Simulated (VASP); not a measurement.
# Au (P6_3/mmc) in VASP: a series of runs

Runs on Au. Level: PBE. Tasks: electric field gradients, density of states.

Everything below comes from runs of VASP 6.6.1. Logs are shortened: lines on timing, memory, paths and dates and some standing lists are left out, and cuts for length are marked.

## Step 1: The cell of the first run

It takes space group P6_3/mmc (No. 194, hexagonal). The conventional cell has a = 2.841 Å, b = 2.841 Å, c = 4.781 Å, α = 90.00°, β = 90.00°, γ = 120.00°. Au (site symmetry -6m2) has 12 Au at 2.84 to 2.90 Å within 3.7 Å.

## Step 2: Electric field gradients, PBE (volume scaled by 0.9405)

INCAR

```
SYSTEM = Au
PREC     = Accurate       ! precision mode
ENCUT    = 520            ! plane-wave cutoff, eV
EDIFF    = 1E-8           ! SCF threshold, eV
ISMEAR   = -1             ! smearing method
SIGMA    = 0.03           ! smearing width, eV
LREAL    = .FALSE.        ! projectors in reciprocal space
LASPH    = .TRUE.         ! aspherical terms in the spheres
NELM     = 80             ! most SCF steps
ALGO     = Normal         ! electronic algorithm
ISIF     = 2              ! what is computed and relaxed
LWAVE    = .FALSE.        ! write WAVECAR
LCHARG   = .FALSE.        ! write CHGCAR
GGA      = PE             ! functional
LEFG     = .TRUE.       
NBANDS   = 18             ! bands
```

KPOINTS

```
Automatic mesh
0
G
  14 14 8
  0 0 0
```

POSCAR

```
Au
1.0
    2.8413017565      0.0000000000      0.0000000000
   -1.4206508782      2.4606395010      0.0000000000
    0.0000000000      0.0000000000      4.7812276454
Au
2
Direct
    0.3333333333      0.6666666667      0.7500000000
    0.6666666667      0.3333333333      0.2500000000
```

Potentials or basis: VASP PAW PBE potentials, release 64 (Au).

Launch:

```sh
$ cat potpaw_PBE.64/Au/POTCAR > POTCAR
$ mpirun -np 1 vasp_std > vasp.out
```

OUTCAR:

```text
SYSTEM = Au
   PREC = Accurate
   ENCUT = 520
   EDIFF = 1E-8
   ISMEAR = -1
   LREAL = .FALSE.
   LASPH = .TRUE.
   NELM = 80
   ISIF = 2
   GGA = PE

 ion  position               nearest neighbor table
   1  0.333  0.667  0.750-   2 2.90   2 2.90   2 2.90   2 2.90   2 2.90   2 2.90
   2  0.667  0.333  0.250-   1 2.90   1 2.90   1 2.90   1 2.90   1 2.90   1 2.90

  LATTYP: Found a hexagonal cell.
 ALAT       =     2.8413017565
 C/A-ratio  =     1.6827595430

  Lattice vectors:

 A1 = (   2.8413017565,   0.0000000000,   0.0000000000)
 A2 = (  -1.4206508782,   2.4606395010,   0.0000000000)
 A3 = (   0.0000000000,   0.0000000000,   4.7812276454)

Analysis of symmetry for initial positions (statically):
=====================================================================
 Subroutine PRICEL returns:
 Original cell was already a primitive cell.

 Routine SETGRP: Setting up the symmetry group for a
 hexagonal supercell.

 Subroutine GETGRP returns: Found 24 space group operations
 (whereof 12 operations were pure point group operations)
 out of a pool of 24 trial point group operations.

The static configuration has the point symmetry D_3d.
 The point group associated with its full space group is D_6h.

Analysis of symmetry for dynamics (positions and initial velocities):
=====================================================================
 Subroutine PRICEL returns:
 Original cell was already a primitive cell.

 Routine SETGRP: Setting up the symmetry group for a
 hexagonal supercell.

 Subroutine GETGRP returns: Found 24 space group operations
 (whereof 12 operations were pure point group operations)
 out of a pool of 24 trial point group operations.

The dynamic configuration has the point symmetry D_3d.
 The point group associated with its full space group is D_6h.

 Subroutine INISYM returns: Found 24 space group operations
 (whereof 12 operations are pure point group operations),
 and found     1 'primitive' translations

----------------------------------------------------------------------------------------

                                     Primitive cell

  volume of cell :      33.4276

  direct lattice vectors                    reciprocal lattice vectors
     2.841301757  0.000000000  0.000000000     0.351951354  0.203199209  0.000000000
    -1.420650878  2.460639501  0.000000000     0.000000000  0.406398418  0.000000000
     0.000000000  0.000000000  4.781227645     0.000000000  0.000000000  0.209151305

  length of vectors
     2.841301757  2.841301757  4.781227645     0.406398418  0.406398418  0.209151305

  position of ions in fractional coordinates (direct lattice)
     0.333333333  0.666666667  0.750000000
     0.666666667  0.333333333  0.250000000

  ion indices of the primitive-cell ions
   primitive index   ion index
                 1           1
                 2           2

----------------------------------------------------------------------------------------

 KPOINTS: Automatic mesh

Automatic generation of k-mesh.
 Grid dimensions read from file:
 generate k-points for:   14   14    8

 Generating k-lattice:

  Cartesian coordinates                     Fractional coordinates (reciprocal lattice)
     0.025139382  0.014514229  0.000000000     0.071428571  0.000000000  0.000000000
     0.000000000  0.029028458  0.000000000     0.000000000  0.071428571  0.000000000
     0.000000000  0.000000000  0.026143913     0.000000000  0.000000000  0.125000000

  Length of vectors
     0.029028458  0.029028458  0.026143913

  Shift w.r.t. Gamma in fractional coordinates (k-lattice)
     0.000000000  0.000000000  0.000000000

 Subroutine IBZKPT returns following result:
 ===========================================

 Found    120 irreducible k-points:

 Following reciprocal coordinates:
            Coordinates               Weight
  0.000000  0.000000  0.000000      1.000000
  0.071429  0.000000  0.000000      6.000000
  0.142857  0.000000  0.000000      6.000000
  0.214286  0.000000  0.000000      6.000000
  0.285714  0.000000  0.000000      6.000000
  0.357143 -0.000000  0.000000      6.000000
[... 16 lines left out ...]
  0.285714  0.285714  0.000000      6.000000
  0.357143  0.285714  0.000000      6.000000
 [... further k-points ...]
   k-points           NKPTS =    120   k-points in BZ     NKDIM =    120   number of bands    NBANDS=     18
   number of dos      NEDOS =    301   number of ions     NIONS =      2
   total plane-waves  NPLWV =  20736
   dimension x,y,z NGX =    24 NGY =   24 NGZ =   36
   dimension x,y,z NGXF=    48 NGYF=   48 NGZF=   72
   ions per type =               2
   NGX,Y,Z   is equivalent  to a cutoff of  14.04, 14.04, 12.52 a.u.
   NGXF,Y,Z  is equivalent  to a cutoff of  28.09, 28.09, 25.03 a.u.
 SYSTEM =  Au
   PREC   = accura    normal or accurate (medium, high low for compatibility)
   ISTART =      0    job   : 0-new  1-cont  2-samecut
   ICHARG =      2    charge: 1-file 2-atom 10-const
   ISPIN  =      1    spin polarized calculation?
   LNONCOLLINEAR =      F non collinear calculations
   LSORBIT =      F    spin-orbit coupling
   LASPH  =      T    aspherical Exc in radial PAW
   ENCUT  =  520.0 eV  38.22 Ry    6.18 a.u.   5.28  5.28  8.89*2*pi/ulx,y,z
   NELM   =     80;   NELMIN=  2; NELMDL= -5     # of ELM steps
   EDIFF  = 0.1E-07   stopping-criterion for ELM
   LREAL  =      F    real-space projection
   EDIFFG = 0.1E-06   stopping-criterion for IOM
   NSW    =      0    number of steps for IOM
   IBRION =     -1    ionic relax: 0-MD 1-quasi-New 2-CG
   NFREE  =      0    steps in history (QN), initial steepest desc. (CG)
   ISIF   =      2    stress and relaxation
   ISYM   =      2    0-nonsym 1-usesym 2-fastsym
   POTIM  = 0.5000    time-step for ionic-motion
   TEBEG  =    0.0;   TEEND  =   0.0 temperature during run
   PSTRESS=    0.0 pullay stress
   NELECT =      22.0000    total number of electrons
   NUPDOWN=      -1.0000    fix difference up-down
   EMIN   =  10.00;   EMAX   =-10.00  energy-range for DOS
   EFERMI =   0.00;   METHOD = LEGACY
   ISMEAR =    -1;   SIGMA  =   0.03  broadening in eV -4-tet -1-fermi 0-gaus
   EFERMI_NEDOS =   21; number of points for ismear=-14 and -15
   IALGO  =     38    algorithm
   IMIX   =      4    mixing-type and parameters
     AMIX     =   0.40;   BMIX     =  1.00
     AMIX_MAG =   1.60;   BMIX_MAG =  1.00
  volume/ion in A,a.u.               =      16.71       112.79
  Fermi-wavevector in a.u.,A,eV,Ry     =   1.424014  2.690995 27.590094  2.027815
  Thomas-Fermi vector in A             =   2.544550
   LORBIT       =      0    0 simple, 1 ext, 2 COOP (PROOUT), +10 PAW based schemes
   GGA     = PE    functional components
   LHFCALC =     F    Hartree Fock is set to
   AEXX    =    0.0000 exact exchange contribution
   IVDW    =     0    specifies the selected vdW correction
   LEPSILON=     F    determine dielectric tensor
   LRPA    =     F    only Hartree local field effects (RPA)
 non-spin polarized calculation
  energy-cutoff  :      520.00
  volume of cell :       33.43
 maximum number of plane-waves:       914
 NGX is ok and might be reduce to    24
   NGX = 11   NGY = 11   NGZ = 17

 number of electron      22.0000000 magnetization

 Free energy of the ion-electron system (eV)
  ---------------------------------------------------
  ext. energy  EPLUGINS =         0.00000000
  ---------------------------------------------------
  free energy    TOTEN  =        -6.32704754 eV

  energy without entropy =       -6.32343313  energy(sigma->0) =       -6.32524033

 E-fermi :   9.7978     XC(G=0): -12.8339

 val. band max:        9.7249313832   @ k =   0.4286   0.0714   0.2500
 cond. band min:       9.8052947186   @ k =   0.1429   0.0000   0.1250
 fundamental gap:      0.0803633355
 Fermi energy:         9.7977862767

 k-point     1 :       0.0000    0.0000    0.0000
  band No.  band energies     occupation
      1      -0.2634      2.00000
      2       2.2098      2.00000
      3       4.8010      2.00000
      4       5.1034      2.00000
      5       5.1034      2.00000
      6       5.4249      2.00000
[... 10 lines left out ...]
     17      28.5592      0.00000
     18      28.5592      0.00000
[... 463 lines left out ...]
 k-point    24 :       0.3571    0.2857    0.0000
  band No.  band energies     occupation
      1       3.4405      2.00000
      2       3.9216      2.00000
      3       3.9659      2.00000
      4       4.6316      2.00000
      5       4.8916      2.00000
      6       5.0267      2.00000
[... 10 lines left out ...]
     17      21.1058      0.00000
     18      21.2889      0.00000

 [... further k-points ...]

------------------------ aborting loop because EDIFF is reached ----------------------------------------

  FORCE on cell =-STRESS in cart. coord.  units (eV):
  Direction    XX          YY          ZZ          XY          YZ          ZX
  --------------------------------------------------------------------------------------
  -------------------------------------------------------------------------------------
  Total        2.6994138      2.6994138      2.3655663      0.0000000     -0.0000000      0.0000000
  in kB      129.3824214    129.3824214    113.3811688      0.0000000     -0.0000000      0.0000000
  external PRESSURE =     124.0486705 kB  Pullay stress =       0.0000000 kB

 VOLUME and BASIS-vectors are now :
 -----------------------------------------------------------------------------
  energy-cutoff  :      520.00
  volume of cell :       33.43
      direct lattice vectors                 reciprocal lattice vectors
     2.841301757  0.000000000  0.000000000     0.351951354  0.203199209  0.000000000
    -1.420650878  2.460639501  0.000000000     0.000000000  0.406398418  0.000000000
     0.000000000  0.000000000  4.781227645     0.000000000  0.000000000  0.209151305

 POSITION                                       TOTAL-FORCE (eV/Angst)
 -----------------------------------------------------------------------------------
     -0.00000      1.64043      3.58592        -0.000000      0.000000      0.000000
      1.42065      0.82021      1.19531         0.000000     -0.000000      0.000000
 -----------------------------------------------------------------------------------
    total drift:                               -0.000000      0.000000     -0.000000

  FREE ENERGIE OF THE ION-ELECTRON SYSTEM (eV)
  ---------------------------------------------------
  free  energy   TOTEN  =        -6.3270475415 eV

  energy  without entropy=       -6.3234331276  energy(sigma->0) =       -6.32524033

 Electric field gradients (V/A^2)
---------------------------------------------------------------------
 ion       V_xx      V_yy      V_zz      V_xy      V_xz      V_yz
---------------------------------------------------------------------
   1     -15.037   -15.037    30.074    -0.000     0.000    -0.000
   2     -15.037   -15.037    30.074    -0.000    -0.000     0.000
---------------------------------------------------------------------

 Electric field gradients after diagonalization (V/A^2)
 (convention: |V_zz| > |V_xx| > |V_yy|)
----------------------------------------------------------------------
 ion       V_xx      V_yy      V_zz     asymmetry (V_yy - V_xx)/ V_zz
----------------------------------------------------------------------
   1     -15.037   -15.037    30.074       0.000
   2     -15.037   -15.037    30.074       0.000
----------------------------------------------------------------------

           NMR quadrupolar parameters

 Cq : quadrupolar parameter    Cq=e*Q*V_zz/h
 eta: asymmetry parameters     (V_yy - V_xx)/ V_zz
 Q  : nuclear electric quadrupole moment in mb (millibarn)
----------------------------------------------------------------------
 ion       Cq(MHz)       eta       Q (mb)
----------------------------------------------------------------------
   1       0.073       0.000       1.000
   2       0.073       0.000       1.000
----------------------------------------------------------------------
```

It took 30 s on 1 thread of Intel Xeon 6975P-C, shared host; peak memory 0.2 GiB.

Results:

- Free energy: -6.3270 eV
- Pressure: 12.4 GPa
- Band gap on the k mesh: zero (band 11 reaches 13.80 eV, above the bottom of band 12 at 7.09 eV)

Electric field gradients, principal values (V/Å²):
| atom | least | middle | greatest (by size) |
| --- | --- | --- | --- |
| 1 Au | -15.037 | -15.037 | 30.074 |
| 2 Au | -15.037 | -15.037 | 30.074 |

Caveat: without QUAD_EFG the Cq values of the log hold for a quadrupole moment of 1 mb, not for the nuclei; spin-orbit coupling is left out, which moves the levels of the heavy elements.

(Continued in part 2 of 3.)
